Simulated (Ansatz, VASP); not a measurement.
**Two plane-wave programs on GaAs**

```
Ga As
1.0
     0.00000    2.83309    2.83309
     2.83309    0.00000    2.83309
     2.83309    2.83309    0.00000
Ga As
1 1
Cartesian
  0.0000 0.0000 0.0000
  1.4165 1.4165 1.4165
```

Change from the starting cell: volume scaled by 1, PAW files.

Alike in both runs: task single point; functional r2SCAN; k mesh 11 × 11 × 11; occupations fermi-dirac, width 0.08 eV; no spin polarisation.

|  | VASP | Ansatz |
| --- | --- | --- |
| version | VASP 6.6.1 | Ansatz 0.2.0 |
| potentials or method | VASP PAW PBE potentials, release 64 (Ga_d, As) | PAW with Ansatz's default frozen-core files, scalar-relativistic |
| plane-wave cutoff (eV) | 520 | 500 |
| valence electrons in the cell | 18 | 28 |

VASP gave:

- pressure (GPa): 0.1

Question: Estimate Ansatz's values.

Answer: Pressure (GPa): 0.0.

VASP's potentials were made for PBE, not for r2SCAN. With one functional, cell and mesh, what is left measures potentials, basis and numerics. VASP's potentials hold 18 valence electrons a cell and Ansatz's 28, so a difference there can come from the potentials and not from the codes.
